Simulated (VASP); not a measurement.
A run of VASP 6.6.1:

File POSCAR:

```
PbSe
1.0
    3.7145241369      0.0000000000      0.0000000000
    0.0000000000      3.7145241369      0.0000000000
    0.0000000000      0.0000000000      3.7145241369
Pb Se
1 1
Direct
    0.0000000000      0.0000000000      0.0000000000
    0.5000000000      0.5000000000      0.5000000000
```

File INCAR.step1:

```
SYSTEM = PbSe
  PREC = Accurate
  ENCUT = 520
  EDIFF = 1E-5
  ISMEAR = -1
  SIGMA = 0.05
  LREAL = .False.
  LASPH = .True.
  NELM = 60
  ALGO = Normal
  ISIF = 2
  LWAVE = .True.
  LCHARG = .False.
  NBANDS = 17
  GGA = PE
```

The input INCAR.step2:

```
SYSTEM = PbSe
  PREC = Accurate
  ENCUT = 520
  EDIFF = 1E-6
  ISMEAR = -1
  SIGMA = 0.05
  LREAL = .False.
  LASPH = .True.
  NELM = 60
  ALGO = Normal
  ISIF = 2
  LWAVE = .False.
  LCHARG = .False.
  GGA = PS
  LHFCALC = .True.
  AEXX = 0.25
  PRECFOCK = Normal
  NBANDS = 17
  ISTART = 1
```

KPOINTS

```
Automatic mesh
0
Gamma
  4 4 4
  0 0 0
```

Potentials or basis: VASP PAW PBE potentials, release 64 (Pb_d, Se).

The run is started by

```bash
$ cat potpaw_PBE.64/Pb_d/POTCAR potpaw_PBE.64/Se/POTCAR > POTCAR
$ cp INCAR.step1 INCAR
$ mpirun -np 1 vasp_std > vasp.out
$ cp INCAR.step2 INCAR
$ mpirun -np 1 vasp_std > vasp.out
```

Hardware: 1 thread of Intel(R) Xeon(R) Platinum 8375C CPU @ 2.90GHz (Ice Lake), with other jobs on the host.

Problem. Estimate the wall time of this run.

Solution. It took 8.8 min on 1 thread of Intel(R) Xeon(R) Platinum 8375C CPU @ 2.90GHz (Ice Lake), on a shared host, peak memory 0.19 GiB. Counts: k points 10.
